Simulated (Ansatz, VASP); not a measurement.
**CdS: VASP beside Ansatz**

```
Cd S
1.0
     0.00000    2.75324    2.75324
     2.75324    0.00000    2.75324
     2.75324    2.75324    0.00000
Cd S
1 1
Cartesian
  0.0000 0.0000 0.0000
  2.7532 2.7532 2.7532
```

Alike in both runs: task single point; functional r2SCANh; k mesh 4 × 4 × 4; occupations fermi-dirac, width 0.05 eV; no spin polarisation.

|  | VASP | Ansatz |
| --- | --- | --- |
| version | VASP 6.6.1 | Ansatz 0.2.0 |
| potentials or method | VASP PAW PBE potentials, release 64 (Cd, S) | Ansatz PAW |
| plane-wave cutoff (eV) | 520 | 500 |
| valence electrons in the cell | 18 | 26 |

```csv
,VASP,Ansatz,Ansatz less VASP
gap on the k mesh at the Fermi level (eV),1.32,1.32,+0.001
least direct gap on the mesh (eV),2.74,2.75,+0.013
pressure (GPa),-1.9,-2.3,-0.34
```

VASP's potentials were made for PBE, not for r2SCANh. VASP's potentials hold 18 valence electrons a cell and Ansatz's 26, so a difference there can come from the potentials and not from the codes.

The k mesh is coarse, so the values compare programs but aren't converged.
